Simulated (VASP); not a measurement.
# BN (P1) in VASP: notebook, part 2 of 2

VASP 6.6.1. Earlier steps stand in the parts before.

### 3 Single point, PBEsol (atom 3 (N) moved by (-0.100, -0.100) A along [1 1 0] and z)

File INCAR:

```
  ALGO = Normal
  EDIFF = 1E-7
  ENCUT = 520
  GGA = PS
  ISIF = 2
  ISMEAR = 0
  LASPH = True
  LCHARG = True
  LELF = True
  LREAL = False
  LVHAR = True
  LWAVE = False
  NBANDS = 16
  NELM = 60
  PREC = Accurate
  SIGMA = 0.05
```

File KPOINTS:

```
k-points
0
Gamma
  12 12 6
```

File POSCAR:

```
BN
1.0
    2.5539396017      0.0000000000      0.0000000000
   -1.2769698009      2.2117765748      0.0000000000
    0.0000000000      0.0000000000      4.2268550000
B N
2 2
Direct
    0.6666666667      0.3333333333      0.9997240000
    0.3333333333      0.6666666667      0.4997240000
    0.6229947227      0.3013632515      0.6016177482
    0.3333333333      0.6666666667      0.1252760000
```

Potentials or basis: VASP PAW PBE potentials, release 64 (B, N).

Run with:

```console
$ cat potpaw_PBE.64/B/POTCAR potpaw_PBE.64/N/POTCAR > POTCAR
$ mpirun -np 1 vasp_std > vasp.out
```

OUTCAR:

```text
EDIFF = 1E-7
   ENCUT = 520
   GGA = PS
   ISIF = 2
   ISMEAR = 0
   LASPH = True
   LREAL = False
   NELM = 60
   PREC = Accurate

 ion  position               nearest neighbor table
   1  0.667  0.333  1.000-   4 1.57   4 1.57   4 1.57   3 1.69
   2  0.333  0.667  0.500-   3 1.47   3 1.51   4 1.58   3 1.63
   3  0.623  0.301  0.602-   2 1.47   2 1.51   2 1.63   1 1.69
   4  0.333  0.667  0.125-   1 1.57   1 1.57   1 1.57   2 1.58

  LATTYP: Found a hexagonal cell.
 ALAT       =     2.5539396017
 C/A-ratio  =     1.6550332659

  Lattice vectors:

 A1 = (   2.5539396017,   0.0000000000,   0.0000000000)
 A2 = (  -1.2769698009,   2.2117765748,   0.0000000000)
 A3 = (   0.0000000000,   0.0000000000,   4.2268550000)

Analysis of symmetry for initial positions (statically):
=====================================================================
 Subroutine PRICEL returns:
 Original cell was already a primitive cell.

 Routine SETGRP: Setting up the symmetry group for a
 hexagonal supercell.

 Subroutine GETGRP returns: Found  1 space group operations
 (whereof  1 operations were pure point group operations)
 out of a pool of 24 trial point group operations.

The static configuration has the point symmetry C_1 .

Analysis of symmetry for dynamics (positions and initial velocities):
=====================================================================
 Subroutine PRICEL returns:
 Original cell was already a primitive cell.

 Routine SETGRP: Setting up the symmetry group for a
 hexagonal supercell.

 Subroutine GETGRP returns: Found  1 space group operations
 (whereof  1 operations were pure point group operations)
 out of a pool of 24 trial point group operations.

The dynamic configuration has the point symmetry C_1 .

[... 113 lines left out ...]
   NELECT =      16.0000    total number of electrons
   NUPDOWN=      -1.0000    fix difference up-down
   EMIN   =  10.00;   EMAX   =-10.00  energy-range for DOS
   EFERMI =   0.00;   METHOD = LEGACY
   ISMEAR =     0;   SIGMA  =   0.05  broadening in eV -4-tet -1-fermi 0-gaus
   EFERMI_NEDOS =   21; number of points for ismear=-14 and -15
   IALGO  =     38    algorithm
   IMIX   =      4    mixing-type and parameters
     AMIX     =   0.40;   BMIX     =  1.00
     AMIX_MAG =   1.60;   BMIX_MAG =  1.00
  volume/ion in A,a.u.               =       5.97        40.28
  Fermi-wavevector in a.u.,A,eV,Ry     =   1.432600  2.707222 27.923836  2.052344
  Thomas-Fermi vector in A             =   2.552210
   LORBIT       =      0    0 simple, 1 ext, 2 COOP (PROOUT), +10 PAW based schemes
   GGA     = PS    functional components
   LHFCALC =     F    Hartree Fock is set to
   AEXX    =    0.0000 exact exchange contribution
   IVDW    =     0    specifies the selected vdW correction
   LEPSILON=     F    determine dielectric tensor
   LRPA    =     F    only Hartree local field effects (RPA)
 non-spin polarized calculation
 Gauss-broadening in eV      SIGMA  =   0.05
  energy-cutoff  :      520.00
  volume of cell :       23.88
 maximum number of plane-waves:       660
   NGX =  9   NGY =  9   NGZ = 15

 number of electron      16.0000001 magnetization

 Free energy of the ion-electron system (eV)
  ---------------------------------------------------
  ext. energy  EPLUGINS =         0.00000000
  ---------------------------------------------------
  free energy    TOTEN  =       -36.31274568 eV

  energy without entropy =      -36.31274568  energy(sigma->0) =      -36.31274568

 E-fermi :   8.0011     XC(G=0): -12.9518

 val. band max:        7.7214155910   @ k =   0.0000   0.0000   0.0000
 cond. band min:      12.7968669284   @ k =   0.3333   0.3333   0.0000
 fundamental gap:      5.0754513374
 Fermi energy:         8.0010664267

 k-point     1 :       0.0000    0.0000    0.0000
  band No.  band energies     occupation
      1     -12.9554      2.00000
      2      -8.7572      2.00000
      3      -3.4140      2.00000
      4       4.4994      2.00000
      5       5.6079      2.00000
      6       6.9757      2.00000
[... 433 lines left out ...]
      3      -2.3522      2.00000
      4       1.4252      2.00000
      5       3.4195      2.00000
      6       4.3550      2.00000
[... 8 lines left out ...]
     15      21.6241      0.00000
     16      22.8487      0.00000

 [... further k-points ...]
[... 5 lines left out ...]
  --------------------------------------------------------------------------------------
  -------------------------------------------------------------------------------------
  Total       -0.7405752      0.3707168     -0.3039284     -0.4200014      0.2435877      0.1001804
  in kB      -49.6947502     24.8761732    -20.3944779    -28.1833176     16.3454430      6.7223938
  external PRESSURE =     -15.0710183 kB  Pullay stress =       0.0000000 kB

 VOLUME and BASIS-vectors are now :
 -----------------------------------------------------------------------------
  energy-cutoff  :      520.00
  volume of cell :       23.88
      direct lattice vectors                 reciprocal lattice vectors
     2.553939602  0.000000000  0.000000000     0.391551938  0.226062617  0.000000000
    -1.276969801  2.211776575  0.000000000     0.000000000  0.452125233  0.000000000
     0.000000000  0.000000000  4.226855000     0.000000000  0.000000000  0.236582518

 POSITION                                       TOTAL-FORCE (eV/Angst)
 -----------------------------------------------------------------------------------
      1.27697      0.73726      4.22569        -0.303499     -0.316043     -0.475377
     -0.00000      1.47452      2.11226        -1.328802     -1.767766     -1.597824
      1.20626      0.66655      2.54295         1.676319      2.136760      3.475698
     -0.00000      1.47452      0.52952        -0.044018     -0.052951     -1.402497
 -----------------------------------------------------------------------------------
    total drift:                               -0.000015     -0.000002     -0.000007

  FREE ENERGIE OF THE ION-ELECTRON SYSTEM (eV)
  ---------------------------------------------------
  free  energy   TOTEN  =       -36.3127456756 eV

  energy  without entropy=      -36.3127456756  energy(sigma->0) =      -36.31274568
```

Wall time 83 s (1 thread of Intel Xeon 6975P-C (Granite Rapids), shared host); peak memory 0.24 GiB.

What came out:

```yaml
Free_energy: -36.3127 eV
Pressure: -1.5 GPa
Largest_force: 4.411 eV/Å
Band_gap_on_the_k_mesh: 5.08 eV, indirect (least direct gap 7.50 eV)
```

Forces in eV/Å, atoms in the order of the input:
```
B   -0.303 -0.316 -0.475
B   -1.329 -1.768 -1.598
N    1.676  2.137  3.476
N   -0.044 -0.053 -1.402
```

Stress tensor (GPa, compression positive):
```
-4.97 -2.82  0.67
-2.82  2.49  1.63
 0.67  1.63 -2.04
```

Levels at points of the mesh, in eV from the valence-band top:
```csv
k point,band 6,band 7,band 8,band 9,band 10,band 11
"(0.00, 0.00, 0.00)",-0.75,-0.37,0.00,7.50,7.69,8.33
"(0.50, 0.00, 0.00)",-5.73,-3.91,-2.90,6.07,6.81,10.64
"(0.00, 0.50, 0.00)",-5.29,-4.71,-2.57,6.13,7.97,10.67
"(0.50, 0.50, 0.00)",-5.35,-4.49,-2.63,6.04,7.61,10.60
"(0.00, 0.00, 0.50)",-1.50,-1.42,-0.99,8.06,8.63,9.28
"(0.50, 0.00, 0.50)",-4.01,-3.94,-3.39,5.63,6.17,9.02
"(0.00, 0.50, 0.50)",-3.95,-3.78,-3.22,5.83,6.03,8.74
"(0.50, 0.50, 0.50)",-4.00,-3.79,-3.19,5.83,5.93,8.78
```

Caveat: the cell differs from its parent crystal (atom 3 (N) moved by (-0.100, -0.100) A along [1 1 0] and z); the PAW data sets were made with another functional, which shifts forces and pressure a little.

### 4 Single point, PBEsol (atom 3 (N) moved by (-0.100, +0.100) A along [1 1 0] and z)

File INCAR:

```
SYSTEM = BN
PREC = Accurate
ENCUT = 520
EDIFF = 1E-6
ISMEAR = 0
SIGMA = 0.05
LREAL = .FALSE.
LASPH = .TRUE.
NELM = 60
ALGO = Normal
ISIF = 2
LWAVE = .FALSE.
LCHARG = .FALSE.
GGA = PS
NBANDS = 16
```

File KPOINTS:

```
Automatic mesh
0
G
  12 12 6
  0 0 0
```

POSCAR, as its differences from that of step 3:

```diff
@@ -10,3 +10,3 @@
     0.3333333333      0.6666666667      0.4997240000
-    0.6229947227      0.3013632515      0.6016177482
+    0.6229947227      0.3013632515      0.6489342518
     0.3333333333      0.6666666667      0.1252760000
```

Run with:

```console
$ cat potpaw_PBE.64/B/POTCAR potpaw_PBE.64/N/POTCAR > POTCAR
$ mpirun -np 1 vasp_std > vasp.out
```

It took 76 s on 1 thread of Intel Xeon 6975P-C (Granite Rapids), shared host; peak memory 0.24 GiB.

Results (log left out):

```yaml
Free_energy: -36.3330 eV
Pressure: -2.8 GPa
Largest_force: 4.233 eV/Å
Band_gap_on_the_k_mesh: 3.80 eV, indirect (least direct gap 7.39 eV)
```

Forces in eV/Å, atoms in the order of the input:
```
B   -0.294 -0.307  1.255
B   -0.747 -1.023  1.265
N    1.047  1.344 -3.875
N   -0.006 -0.015  1.355
```

Stress tensor (GPa, compression positive):
```
-4.68 -0.28  0.27
-0.28 -2.71  0.93
 0.27  0.93 -0.98
```

Levels at points of the mesh, in eV from the valence-band top:
| k point | band 4 | band 5 | band 6 | band 7 | band 8 | band 9 | band 10 | band 11 | band 12 | band 13 |
| --- | --- | --- | --- | --- | --- | --- | --- | --- | --- | --- |
| (0.00, 0.00, 0.00) | -2.96 | -2.31 | -1.42 | -0.52 | 0.00 | 7.39 | 7.75 | 8.22 | 8.79 | 9.67 |
| (0.50, 0.00, 0.00) | -7.90 | -7.82 | -5.58 | -4.89 | -2.49 | 5.91 | 6.15 | 9.23 | 10.37 | 12.26 |
| (0.00, 0.50, 0.00) | -8.47 | -7.41 | -5.66 | -5.32 | -2.15 | 5.94 | 7.32 | 9.08 | 10.65 | 12.28 |
| (0.50, 0.50, 0.00) | -8.28 | -7.57 | -5.52 | -5.29 | -2.21 | 5.87 | 6.96 | 9.06 | 10.64 | 12.29 |
| (0.00, 0.00, 0.50) | -6.23 | -2.10 | -1.83 | -1.70 | -0.70 | 7.96 | 8.70 | 9.05 | 9.17 | 9.47 |
| (0.50, 0.00, 0.50) | -10.08 | -4.77 | -4.52 | -4.16 | -4.04 | 5.56 | 5.93 | 9.26 | 9.53 | 12.69 |
| (0.00, 0.50, 0.50) | -10.58 | -4.66 | -4.42 | -4.14 | -3.46 | 5.63 | 5.94 | 9.05 | 9.67 | 12.51 |
| (0.50, 0.50, 0.50) | -10.44 | -4.81 | -4.45 | -4.13 | -3.46 | 5.54 | 5.90 | 9.10 | 9.47 | 12.74 |

Caveat: the cell differs from its parent crystal (atom 3 (N) moved by (-0.100, +0.100) A along [1 1 0] and z); the PAW data sets were made with another functional, which shifts forces and pressure a little.
